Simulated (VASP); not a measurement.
# Nb (R-3m) in VASP: single point with PBE

Aim: the single point of Nb with PBE.

All numbers are computed with VASP 6.6.1; they aren't measurements. Logs are shortened: lines on timing, memory, paths and dates and some standing lists are left out, and cuts for length are marked.

### Step 1. The cell of the first run

The structure is trigonal, space group R-3m (No. 166). The conventional cell has a = 5.520 Å, b = 5.520 Å, c = 29.504 Å, α = 90.00°, β = 90.00°, γ = 120.00°. Nb (site symmetry m) has 7 Nb at 2.75 to 2.85 Å within 3.6 Å. Within 3.6 Å of Nb (site symmetry m) lie 8 Nb at 2.73 to 2.87 Å.

### Step 2. Single point, PBE

File INCAR:

```
PREC     = Accurate       # precision mode
ENCUT    = 520            # plane-wave cutoff, eV
EDIFF    = 1E-7           # SCF threshold, eV
ISMEAR   = 0              # smearing method
SIGMA    = 0.1            # smearing width, eV
LREAL    = False          # projectors in reciprocal space
LASPH    = True           # aspherical terms in the spheres
NELM     = 100            # most SCF steps
ALGO     = Normal         # electronic algorithm
ISIF     = 2              # what is computed and relaxed
LWAVE    = False          # write WAVECAR
LCHARG   = True           # write CHGCAR
GGA      = PE             # functional
LELF     = True           # ELF
LVHAR    = True         
NBANDS   = 90             # bands
```

File KPOINTS:

```
Automatic mesh
0
Gamma
  3 3 3
```

File POSCAR:

```
Nb
1.0
    2.7599028086      1.5934306295      9.8345427318
   -2.7599028086      1.5934306295      9.8345427318
    0.0000000000     -3.1868612589      9.8345427318
Nb
12
Direct
    0.0473634400      0.5449014174      0.0473634400
    0.0473634400      0.0473634400      0.5449014174
    0.5449014174      0.0473634400      0.0473634400
    0.9526365600      0.4550985826      0.9526365600
    0.4550985826      0.9526365600      0.9526365600
    0.9526365600      0.9526365600      0.4550985826
    0.2086343211      0.7038696659      0.2086343211
    0.2086343211      0.2086343211      0.7038696659
    0.7038696659      0.2086343211      0.2086343211
    0.7913656789      0.2961303341      0.7913656789
    0.2961303341      0.7913656789      0.7913656789
    0.7913656789      0.7913656789      0.2961303341
```

Potentials or basis: VASP PAW PBE potentials, release 64 (Nb_sv).

Started as:

```console
$ cat potpaw_PBE.64/Nb_sv/POTCAR > POTCAR
$ mpirun -np 1 vasp_std > vasp.out
```

OUTCAR:

```text
PREC = Accurate
   ENCUT = 520
   EDIFF = 1E-7
   ISMEAR = 0
   LREAL = False
   LASPH = True
   NELM = 100
   ISIF = 2
   GGA = PE

 ion  position               nearest neighbor table
   1  0.047  0.545  0.047-   2 2.75   3 2.75   4 2.75   2 2.77   3 2.77  12 2.85  11 2.85
   2  0.047  0.047  0.545-   1 2.75   3 2.75   6 2.75   1 2.77   3 2.77  10 2.85  11 2.85
   3  0.545  0.047  0.047-   2 2.75   1 2.75   5 2.75   2 2.77   1 2.77  12 2.85  10 2.85
   4  0.953  0.455  0.953-   6 2.75   5 2.75   1 2.75   6 2.77   5 2.77   8 2.85   9 2.85
   5  0.455  0.953  0.953-   6 2.75   4 2.75   3 2.75   6 2.77   4 2.77   8 2.85   7 2.85
   6  0.953  0.953  0.455-   4 2.75   5 2.75   2 2.75   4 2.77   5 2.77   7 2.85   9 2.85
   7  0.209  0.704  0.209-   8 2.73   9 2.73   8 2.79   9 2.79   5 2.85   6 2.85  11 2.87  12 2.87

   8  0.209  0.209  0.704-   7 2.73   9 2.73   7 2.79   9 2.79   4 2.85   5 2.85  10 2.87  11 2.87

   9  0.704  0.209  0.209-   8 2.73   7 2.73   8 2.79   7 2.79   4 2.85   6 2.85  10 2.87  12 2.87

  10  0.791  0.296  0.791-  12 2.73  11 2.73  12 2.79  11 2.79   3 2.85   2 2.85   9 2.87   8 2.87

  11  0.296  0.791  0.791-  12 2.73  10 2.73  12 2.79  10 2.79   1 2.85   2 2.85   7 2.87   8 2.87

  12  0.791  0.791  0.296-  10 2.73  11 2.73  11 2.79  10 2.79   1 2.85   3 2.85   7 2.87   9 2.87

  LATTYP: Found a trigonal (rhomboedric) cell.
 ALAT       =    10.3380034546
 COS(alpha) =     0.8574575475

  Lattice vectors:

 A1 = (   2.7599028086,   1.5934306295,   9.8345427318)
 A2 = (  -2.7599028086,   1.5934306295,   9.8345427318)
 A3 = (   0.0000000000,  -3.1868612589,   9.8345427318)

Analysis of symmetry for initial positions (statically):
=====================================================================
 Subroutine PRICEL returns:
 Original cell was already a primitive cell.

 Routine SETGRP: Setting up the symmetry group for a
 trigonal (rhombohedral) supercell.

 Subroutine GETGRP returns: Found 12 space group operations
 (whereof 12 operations were pure point group operations)
 out of a pool of 12 trial point group operations.

The static configuration has the point symmetry D_3d.

Analysis of symmetry for dynamics (positions and initial velocities):
=====================================================================
 Subroutine PRICEL returns:
 Original cell was already a primitive cell.

 Routine SETGRP: Setting up the symmetry group for a
 trigonal (rhombohedral) supercell.

 Subroutine GETGRP returns: Found 12 space group operations
 (whereof 12 operations were pure point group operations)
 out of a pool of 12 trial point group operations.

The dynamic configuration has the point symmetry D_3d.

 Subroutine INISYM returns: Found 12 space group operations
 (whereof 12 operations are pure point group operations),
 and found     1 'primitive' translations

----------------------------------------------------------------------------------------

                                     Primitive cell

  volume of cell :     259.4970

  direct lattice vectors                    reciprocal lattice vectors
     2.759902809  1.593430630  9.834542732     0.181165800  0.104596123  0.033894136
    -2.759902809  1.593430630  9.834542732    -0.181165800  0.104596123  0.033894136
     0.000000000 -3.186861259  9.834542732     0.000000000 -0.209192247  0.033894136

  length of vectors
    10.338003455 10.338003455 10.338003455     0.211920288  0.211920288  0.211920288

  position of ions in fractional coordinates (direct lattice)
     0.047363440  0.544901417  0.047363440
     0.047363440  0.047363440  0.544901417
     0.544901417  0.047363440  0.047363440
     0.952636560  0.455098583  0.952636560
     0.455098583  0.952636560  0.952636560
     0.952636560  0.952636560  0.455098583
     0.208634321  0.703869666  0.208634321
     0.208634321  0.208634321  0.703869666
     0.703869666  0.208634321  0.208634321
     0.791365679  0.296130334  0.791365679
     0.296130334  0.791365679  0.791365679
     0.791365679  0.791365679  0.296130334

  ion indices of the primitive-cell ions
   primitive index   ion index
                 1           1
                 2           2
                 3           3
                 4           4
                 5           5
                 6           6
                 7           7
                 8           8
                 9           9
                10          10
                11          11
                12          12

----------------------------------------------------------------------------------------

 KPOINTS: Automatic mesh

Automatic generation of k-mesh.
 Grid dimensions read from file:
 generate k-points for:    3    3    3

 Generating k-lattice:

  Cartesian coordinates                     Fractional coordinates (reciprocal lattice)
     0.060388600  0.034865374  0.011298045     0.333333333 -0.000000000  0.000000000
    -0.060388600  0.034865374  0.011298045    -0.000000000  0.333333333  0.000000000
     0.000000000 -0.069730749  0.011298045     0.000000000  0.000000000  0.333333333

  Length of vectors
     0.070640096  0.070640096  0.070640096

  Shift w.r.t. Gamma in fractional coordinates (k-lattice)
     0.000000000  0.000000000  0.000000000

 Subroutine IBZKPT returns following result:
 ===========================================

 Found      6 irreducible k-points:

 Following reciprocal coordinates:
            Coordinates               Weight
  0.000000  0.000000  0.000000      1.000000
  0.333333  0.000000 -0.000000      6.000000
  0.333333  0.333333  0.000000      6.000000
 -0.333333  0.333333  0.000000      6.000000
  0.333333  0.333333  0.333333      2.000000
 -0.333333  0.333333  0.333333      6.000000
   k-points           NKPTS =      6   k-points in BZ     NKDIM =      6   number of bands    NBANDS=     90
   number of dos      NEDOS =    301   number of ions     NIONS =     12
   total plane-waves  NPLWV = 512000
   dimension x,y,z NGX =    80 NGY =   80 NGZ =   80
   dimension x,y,z NGXF=   160 NGYF=  160 NGZF=  160
   ions per type =              12
   NGX,Y,Z   is equivalent  to a cutoff of  12.86, 12.86, 12.86 a.u.
   NGXF,Y,Z  is equivalent  to a cutoff of  25.73, 25.73, 25.73 a.u.
 SYSTEM =  unknown system
   PREC   = accura    normal or accurate (medium, high low for compatibility)
   ISTART =      0    job   : 0-new  1-cont  2-samecut
   ICHARG =      2    charge: 1-file 2-atom 10-const
   ISPIN  =      1    spin polarized calculation?
   LNONCOLLINEAR =      F non collinear calculations
   LSORBIT =      F    spin-orbit coupling
   LASPH  =      T    aspherical Exc in radial PAW
   ENCUT  =  520.0 eV  38.22 Ry    6.18 a.u.  19.22 19.22 19.22*2*pi/ulx,y,z
   NELM   =    100;   NELMIN=  2; NELMDL= -5     # of ELM steps
   EDIFF  = 0.1E-06   stopping-criterion for ELM
   LREAL  =      F    real-space projection
   EDIFFG = 0.1E-05   stopping-criterion for IOM
   NSW    =      0    number of steps for IOM
   IBRION =     -1    ionic relax: 0-MD 1-quasi-New 2-CG
   NFREE  =      0    steps in history (QN), initial steepest desc. (CG)
   ISIF   =      2    stress and relaxation
   ISYM   =      2    0-nonsym 1-usesym 2-fastsym
   POTIM  = 0.5000    time-step for ionic-motion
   TEBEG  =    0.0;   TEEND  =   0.0 temperature during run
   PSTRESS=    0.0 pullay stress
   NELECT =     156.0000    total number of electrons
   NUPDOWN=      -1.0000    fix difference up-down
   EMIN   =  10.00;   EMAX   =-10.00  energy-range for DOS
   EFERMI =   0.00;   METHOD = LEGACY
   ISMEAR =     0;   SIGMA  =   0.10  broadening in eV -4-tet -1-fermi 0-gaus
   EFERMI_NEDOS =   21; number of points for ismear=-14 and -15
   IALGO  =     38    algorithm
   IMIX   =      4    mixing-type and parameters
     AMIX     =   0.40;   BMIX     =  1.00
     AMIX_MAG =   1.60;   BMIX_MAG =  1.00
  volume/ion in A,a.u.               =      21.62       145.93
  Fermi-wavevector in a.u.,A,eV,Ry     =   1.381674  2.610985 25.973834  1.909023
  Thomas-Fermi vector in A             =   2.506436
   LORBIT       =      0    0 simple, 1 ext, 2 COOP (PROOUT), +10 PAW based schemes
   GGA     = PE    functional components
   LHFCALC =     F    Hartree Fock is set to
   AEXX    =    0.0000 exact exchange contribution
   IVDW    =     0    specifies the selected vdW correction
   LEPSILON=     F    determine dielectric tensor
   LRPA    =     F    only Hartree local field effects (RPA)
 non-spin polarized calculation
 Gauss-broadening in eV      SIGMA  =   0.10
  energy-cutoff  :      520.00
  volume of cell :      259.50
 maximum number of plane-waves:      7009
 NGX is ok and might be reduce to    80
   NGX = 39   NGY = 39   NGZ = 39

 number of electron     155.9999998 magnetization

 Free energy of the ion-electron system (eV)
  ---------------------------------------------------
  ext. energy  EPLUGINS =         0.00000000
  ---------------------------------------------------
  free energy    TOTEN  =      -110.75751848 eV

  energy without entropy =     -110.68274913  energy(sigma->0) =     -110.72013381

 E-fermi :   8.8068     XC(G=0): -11.3236

 val. band max:        8.7925479514   @ k =  -0.3333   0.3333   0.3333
 cond. band min:       8.8373640982   @ k =   0.3333   0.0000  -0.0000
 fundamental gap:      0.0448161468
 Fermi energy:         8.8067666803

 k-point     1 :       0.0000    0.0000    0.0000
  band No.  band energies     occupation
      1     -45.8556      2.00000
      2     -45.7672      2.00000
      3     -45.7409      2.00000
      4     -45.6451      2.00000
      5     -45.5880      2.00000
      6     -45.5880      2.00000
[... 82 lines left out ...]
     89      11.6051      0.00000
     90      11.6778      0.00000

 k-point     2 :       0.3333    0.0000   -0.0000
  band No.  band energies     occupation
      1     -45.7978      2.00000
      2     -45.7216      2.00000
      3     -45.6909      2.00000
      4     -45.6512      2.00000
      5     -45.6174      2.00000
      6     -45.5885      2.00000
[... 454 lines left out ...]
     89      10.3252      0.00000
     90      10.5638      0.00000

------------------------ aborting loop because EDIFF is reached ----------------------------------------

  FORCE on cell =-STRESS in cart. coord.  units (eV):
  Direction    XX          YY          ZZ          XY          YZ          ZX
  --------------------------------------------------------------------------------------
  -------------------------------------------------------------------------------------
  Total       -0.3853610     -0.3853610     -0.1550736      0.0000000     -0.0000000     -0.0000000
  in kB       -2.3792823     -2.3792823     -0.9574500      0.0000000     -0.0000000     -0.0000000
  external PRESSURE =      -1.9053382 kB  Pullay stress =       0.0000000 kB

 VOLUME and BASIS-vectors are now :
 -----------------------------------------------------------------------------
  energy-cutoff  :      520.00
  volume of cell :      259.50
      direct lattice vectors                 reciprocal lattice vectors
     2.759902809  1.593430630  9.834542732     0.181165800  0.104596123  0.033894136
    -2.759902809  1.593430630  9.834542732    -0.181165800  0.104596123  0.033894136
     0.000000000 -3.186861259  9.834542732     0.000000000 -0.209192247  0.033894136

 POSITION                                       TOTAL-FORCE (eV/Angst)
 -----------------------------------------------------------------------------------
     -1.37316      0.79279      6.29045        -0.031636      0.018265      0.000639
      0.00000     -1.58558      6.29045        -0.000000     -0.036530      0.000639
      1.37316      0.79279      6.29045         0.031636      0.018265      0.000639
      1.37316     -0.79279     23.21318         0.031636     -0.018265     -0.000639
     -1.37316     -0.79279     23.21318        -0.031636     -0.018265     -0.000639
      0.00000      1.58558     23.21318        -0.000000      0.036530     -0.000639
     -1.36680      0.78912     11.02588        -0.017051      0.009844     -0.005516
      0.00000     -1.57825     11.02588        -0.000000     -0.019688     -0.005516
      1.36680      0.78912     11.02588         0.017051      0.009844     -0.005516
      1.36680     -0.78912     18.47775         0.017051     -0.009844      0.005516
     -1.36680     -0.78912     18.47775        -0.017051     -0.009844      0.005516
      0.00000      1.57825     18.47775        -0.000000      0.019688      0.005516
 -----------------------------------------------------------------------------------
    total drift:                                0.000000     -0.000000      0.000000

  FREE ENERGIE OF THE ION-ELECTRON SYSTEM (eV)
  ---------------------------------------------------
  free  energy   TOTEN  =      -110.7575184792 eV

  energy  without entropy=     -110.6827491347  energy(sigma->0) =     -110.72013381
```

Run time: 14 min. Hardware: 1 thread of Intel Xeon Platinum 8488C (Sapphire Rapids), shared host; peak memory 0.91 GiB.

Results:

```yaml
Free_energy: -110.7575 eV
Pressure: -0.2 GPa
Largest_force: 0.037 eV/Å
Band_gap_on_the_k_mesh: zero (bands 78 and 79 overlap by 0.96 eV)
```

Forces in eV/Å, atoms in the order of the input:
```
Nb  -0.032  0.018  0.001
Nb   0.000 -0.037  0.001
Nb   0.032  0.018  0.001
Nb   0.032 -0.018 -0.001
Nb  -0.032 -0.018 -0.001
Nb   0.000  0.037 -0.001
Nb  -0.017  0.010 -0.006
Nb   0.000 -0.020 -0.006
Nb   0.017  0.010 -0.006
Nb   0.017 -0.010  0.006
Nb  -0.017 -0.010  0.006
Nb   0.000  0.020  0.006
```

Levels at points of the mesh, in eV from the Fermi level:
```
           k point  band 74  band 75  band 76  band 77  band 78  band 79  band 80  band 81
(0.00, 0.00, 0.00)    -0.69    -0.69    -0.49    -0.49     0.30     0.30     0.67     1.37
```

Caveat: the k points lie up to 0.44 Å⁻¹ apart, too coarse for converged energies and pressures of a metal.
